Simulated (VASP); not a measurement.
# InSb (zincblende type) (F-43m) in VASP: relaxation of cell and atoms with LDA

Aim: the relaxation of cell and atoms of InSb (zincblende type) with LDA.

Program: VASP 6.6.1. These are calculated values, not measurements. Logs are shortened: lines on timing, memory, paths and dates and some standing lists are left out, and cuts for length are marked.

**1. The cell of the first run**

The structure is cubic, space group F-43m (No. 216). The conventional cell has a = 6.214 Å, b = 6.214 Å, c = 6.214 Å, α = 90.00°, β = 90.00°, γ = 90.00°. Within 3.5 Å of In (site symmetry -43m) lie 4 Sb at 2.69 Å. Sb (site symmetry -43m) has 4 In at 2.69 Å within 3.5 Å.

**2. Relaxation of cell and atoms, LDA**

Contents of INCAR:

```
ALGO = Normal ; EDIFF = 1E-6
EDIFFG = -0.005 ; ENCUT = 600
GGA = CA ; IBRION = 2
ISIF = 3 ; ISMEAR = -1
LASPH = True ; LCHARG = False
LREAL = False ; LWAVE = False
NELM = 80 ; NSW = 60
PREC = Accurate ; SIGMA = 0.1
```

Contents of KPOINTS:

```
k-points
0
Gamma
  11 11 11
```

Contents of POSCAR:

```
InSb
1.0
    0.0000000000      3.1072325060      3.1072325060
    3.1072325060      0.0000000000      3.1072325060
    3.1072325060      3.1072325060      0.0000000000
In Sb
1 1
Direct
    0.0000000000      0.0000000000      0.0000000000
    0.2500000000      0.2500000000      0.2500000000
```

Potentials or basis: VASP PAW LDA potentials, release 64 (In_d, Sb).

Run with:

```console
> cat potpaw_LDA.64/In_d/POTCAR potpaw_LDA.64/Sb/POTCAR > POTCAR
> mpirun -np 1 vasp_std > vasp.out
```

OUTCAR:

```text
EDIFF = 1E-6
   EDIFFG = -0.005
   ENCUT = 600
   GGA = CA
   IBRION = 2
   ISIF = 3
   ISMEAR = -1
   LASPH = True
   LREAL = False
   NELM = 80
   NSW = 60
   PREC = Accurate

 ion  position               nearest neighbor table
   1  0.000  0.000  0.000-   2 2.69   2 2.69   2 2.69   2 2.69
   2  0.250  0.250  0.250-   1 2.69   1 2.69   1 2.69   1 2.69

  LATTYP: Found a face centered cubic cell.
 ALAT       =     6.2144650120

  Lattice vectors:

 A1 = (   0.0000000000,   3.1072325060,   3.1072325060)
 A2 = (   3.1072325060,   0.0000000000,   3.1072325060)
 A3 = (   3.1072325060,   3.1072325060,   0.0000000000)

Analysis of symmetry for initial positions (statically):
=====================================================================
 Subroutine PRICEL returns:
 Original cell was already a primitive cell.

 Routine SETGRP: Setting up the symmetry group for a
 face centered cubic supercell.

 Subroutine GETGRP returns: Found 24 space group operations
 (whereof 24 operations were pure point group operations)
 out of a pool of 48 trial point group operations.

The static configuration has the point symmetry T_d .

Analysis of symmetry for dynamics (positions and initial velocities):
=====================================================================
 Subroutine PRICEL returns:
 Original cell was already a primitive cell.

 Routine SETGRP: Setting up the symmetry group for a
 face centered cubic supercell.

 Subroutine GETGRP returns: Found 24 space group operations
 (whereof 24 operations were pure point group operations)
 out of a pool of 48 trial point group operations.

The dynamic configuration has the point symmetry T_d .

 Subroutine INISYM returns: Found 24 space group operations
 (whereof 24 operations are pure point group operations),
 and found     1 'primitive' translations

----------------------------------------------------------------------------------------

                                     Primitive cell

  volume of cell :      60.0000

  direct lattice vectors                    reciprocal lattice vectors
     0.000000000  3.107232506  3.107232506    -0.160914897  0.160914897  0.160914897
     3.107232506  0.000000000  3.107232506     0.160914897 -0.160914897  0.160914897
     3.107232506  3.107232506  0.000000000     0.160914897  0.160914897 -0.160914897

  length of vectors
     4.394290351  4.394290351  4.394290351     0.278712778  0.278712778  0.278712778

  position of ions in fractional coordinates (direct lattice)
     0.000000000  0.000000000  0.000000000
     0.250000000  0.250000000  0.250000000

  ion indices of the primitive-cell ions
   primitive index   ion index
                 1           1
                 2           2

----------------------------------------------------------------------------------------

 KPOINTS: k-points

Automatic generation of k-mesh.
 Grid dimensions read from file:
 generate k-points for:   11   11   11

 Generating k-lattice:

  Cartesian coordinates                     Fractional coordinates (reciprocal lattice)
    -0.014628627  0.014628627  0.014628627     0.090909091  0.000000000  0.000000000
     0.014628627 -0.014628627  0.014628627     0.000000000  0.090909091  0.000000000
     0.014628627  0.014628627 -0.014628627     0.000000000  0.000000000  0.090909091

  Length of vectors
     0.025337525  0.025337525  0.025337525

  Shift w.r.t. Gamma in fractional coordinates (k-lattice)
     0.000000000  0.000000000  0.000000000

 Subroutine IBZKPT returns following result:
 ===========================================

 Found     56 irreducible k-points:

 Following reciprocal coordinates:
            Coordinates               Weight
  0.000000  0.000000  0.000000      1.000000
  0.090909  0.000000  0.000000      8.000000
  0.181818  0.000000  0.000000      8.000000
  0.272727  0.000000  0.000000      8.000000
  0.363636  0.000000  0.000000      8.000000
  0.454545  0.000000  0.000000      8.000000
[... 16 lines left out ...]
 -0.272727  0.181818  0.000000     24.000000
 -0.181818  0.181818  0.000000     12.000000
 [... further k-points ...]
   k-points           NKPTS =     56   k-points in BZ     NKDIM =     56   number of bands    NBANDS=     13
   number of dos      NEDOS =    301   number of ions     NIONS =      2
   total plane-waves  NPLWV =  46656
   dimension x,y,z NGX =    36 NGY =   36 NGZ =   36
   dimension x,y,z NGXF=    72 NGYF=   72 NGZF=   72
   ions per type =               1   1
   NGX,Y,Z   is equivalent  to a cutoff of  13.62, 13.62, 13.62 a.u.
   NGXF,Y,Z  is equivalent  to a cutoff of  27.24, 27.24, 27.24 a.u.
 SYSTEM =  unknown system
   PREC   = accura    normal or accurate (medium, high low for compatibility)
   ISTART =      0    job   : 0-new  1-cont  2-samecut
   ICHARG =      2    charge: 1-file 2-atom 10-const
   ISPIN  =      1    spin polarized calculation?
   LNONCOLLINEAR =      F non collinear calculations
   LSORBIT =      F    spin-orbit coupling
   LASPH  =      T    aspherical Exc in radial PAW
   ENCUT  =  600.0 eV  44.10 Ry    6.64 a.u.   8.78  8.78  8.78*2*pi/ulx,y,z
   NELM   =     80;   NELMIN=  2; NELMDL= -5     # of ELM steps
   EDIFF  = 0.1E-05   stopping-criterion for ELM
   LREAL  =      F    real-space projection
   EDIFFG = -.5E-02   stopping-criterion for IOM
   NSW    =     60    number of steps for IOM
   IBRION =      2    ionic relax: 0-MD 1-quasi-New 2-CG
   NFREE  =      1    steps in history (QN), initial steepest desc. (CG)
   ISIF   =      3    stress and relaxation
   ISYM   =      2    0-nonsym 1-usesym 2-fastsym
   POTIM  = 0.5000    time-step for ionic-motion
   TEBEG  =    0.0;   TEEND  =   0.0 temperature during run
   PSTRESS=    0.0 pullay stress
   NELECT =      18.0000    total number of electrons
   NUPDOWN=      -1.0000    fix difference up-down
   EMIN   =  10.00;   EMAX   =-10.00  energy-range for DOS
   EFERMI =   0.00;   METHOD = LEGACY
   ISMEAR =    -1;   SIGMA  =   0.10  broadening in eV -4-tet -1-fermi 0-gaus
   EFERMI_NEDOS =   21; number of points for ismear=-14 and -15
   IALGO  =     38    algorithm
   IMIX   =      4    mixing-type and parameters
     AMIX     =   0.40;   BMIX     =  1.00
     AMIX_MAG =   1.60;   BMIX_MAG =  1.00
  volume/ion in A,a.u.               =      30.00       202.45
  Fermi-wavevector in a.u.,A,eV,Ry     =   1.095928  2.071003 16.341381  1.201058
  Thomas-Fermi vector in A             =   2.232260
   LORBIT       =      0    0 simple, 1 ext, 2 COOP (PROOUT), +10 PAW based schemes
   GGA     = CA    functional components
   LHFCALC =     F    Hartree Fock is set to
   AEXX    =    0.0000 exact exchange contribution
   IVDW    =     0    specifies the selected vdW correction
   LEPSILON=     F    determine dielectric tensor
   LRPA    =     F    only Hartree local field effects (RPA)
 conjugate gradient relaxation of ions
 non-spin polarized calculation
  energy-cutoff  :      600.00
  volume of cell :       60.00
 maximum number of plane-waves:      2017
   NGX = 17   NGY = 17   NGZ = 17

--------------------------------------- Ionic step        1  -------------------------------------------

 number of electron      17.9999997 magnetization

 Free energy of the ion-electron system (eV)
  ---------------------------------------------------
  ext. energy  EPLUGINS =         0.00000000
  ---------------------------------------------------
  free energy    TOTEN  =        -8.07522891 eV

  energy without entropy =       -8.07448724  energy(sigma->0) =       -8.07485808

------------------------ aborting loop because EDIFF is reached ----------------------------------------

  FORCE on cell =-STRESS in cart. coord.  units (eV):
  Direction    XX          YY          ZZ          XY          YZ          ZX
  --------------------------------------------------------------------------------------
  -------------------------------------------------------------------------------------
  Total        2.6076935      2.6076935      2.6076935      0.0000000      0.0000000      0.0000000
  in kB       69.6331227     69.6331227     69.6331227      0.0000000      0.0000000      0.0000000
  external PRESSURE =      69.6331227 kB  Pullay stress =       0.0000000 kB
[... 21 lines left out ...]
  energy  without entropy=       -8.0744872385  energy(sigma->0) =       -8.07485808

--------------------------------------- Ionic step        2  -------------------------------------------

 number of electron      18.0000006 magnetization

 E-fermi :   4.4424     XC(G=0):  -8.7541

 val. band max:        4.2897296315   @ k =   0.0000   0.0000   0.0000
 cond. band min:       4.6261478314   @ k =   0.4545   0.0000   0.0000
 fundamental gap:      0.3364182000
 Fermi energy:         4.4424227087

 k-point     1 :       0.0000    0.0000    0.0000
  band No.  band energies     occupation
      1     -10.1487      2.00000
      2     -10.1487      2.00000
      3     -10.1487      2.00000
      4     -10.0765      2.00000
      5     -10.0765      2.00000
      6      -6.1303      2.00000
      7       3.5994      1.99956
      8       4.2897      1.64311
      9       4.2897      1.64311
     10       4.2897      1.64311
     11       7.2043      0.00000
     12       7.2043      0.00000
     13       7.2043      0.00000
[... 401 lines left out ...]
  energy  without entropy=       -8.1693883011  energy(sigma->0) =       -8.17076550

--------------------------------------- Ionic step        3  -------------------------------------------

 number of electron      17.9999995 magnetization

 Free energy of the ion-electron system (eV)
  ---------------------------------------------------
  ext. energy  EPLUGINS =         0.00000000
  ---------------------------------------------------
  free energy    TOTEN  =        -8.21616123 eV

  energy without entropy =       -8.21447625  energy(sigma->0) =       -8.21531874

 E-fermi :   5.1956     XC(G=0):  -9.0395

 val. band max:        5.0089394376   @ k =   0.0000   0.0000   0.0000
 cond. band min:       5.4623831792   @ k =   0.4545   0.0000   0.0000
 fundamental gap:      0.4534437417
 Fermi energy:         5.1955604515

 k-point     1 :       0.0000    0.0000    0.0000
  band No.  band energies     occupation
      1      -9.5727      2.00000
      2      -9.5727      2.00000
      3      -9.5727      2.00000
      4      -9.4822      2.00000
      5      -9.4822      2.00000
      6      -5.8355      2.00000
      7       4.7071      1.98500
      8       5.0089      1.73204
      9       5.0089      1.73204
     10       5.0089      1.73204
     11       7.9177      0.00000
     12       7.9177      0.00000
     13       7.9177      0.00000
[... 397 lines left out ...]
  FREE ENERGIE OF THE ION-ELECTRON SYSTEM (eV)
  ---------------------------------------------------
  free  energy   TOTEN  =        -8.2161612307 eV

  energy  without entropy=       -8.2144762469  energy(sigma->0) =       -8.21531874

 reached required accuracy - stopping structural energy minimisation
```

Run time: 2.8 min. Hardware: 1 thread of AMD EPYC 7R13 (Zen 3), shared host; peak memory 0.19 GiB.

What came out:

```
Free energy                            : -8.2162 eV
Relaxed volume                         : 33.62 Å³/atom
Relaxed cell                           : a = 4.564 Å, b = 4.564 Å, c = 4.564 Å, α = 60.00°, β = 60.00°, γ = 60.00°
Space group after relaxing (to 0.05 Å) : F-43m (No. 216)
Energy gained by relaxing              : 70.5 meV/atom
Ionic steps                            : 3
Pressure after relaxing                : 0.0 GPa
Band gap on the k mesh                 : zero (filled and empty bands touch)
```

Step by step:
```
step  energy change (eV)  largest force (eV/Å)  pressure (GPa)  volume (Å³)
   1              0.0000                0.0000            6.96        60.00
   2             -0.0969                0.0000           -2.77        72.05
   3             -0.1409                0.0000            0.00        67.24
```

Final structure:
```yaml
crystal:
  lattice:
    - [0.00000, 3.22743, 3.22743]
    - [3.22743, 0.00000, 3.22743]
    - [3.22743, 3.22743, 0.00000]
  atoms:
    - { symbol: In, position: [0.00000, 0.00000, 0.00000] }
    - { symbol: Sb, position: [0.25000, 0.25000, 0.25000] }
```

Caveat: spin-orbit coupling is left out, which moves the levels of the heavy elements.
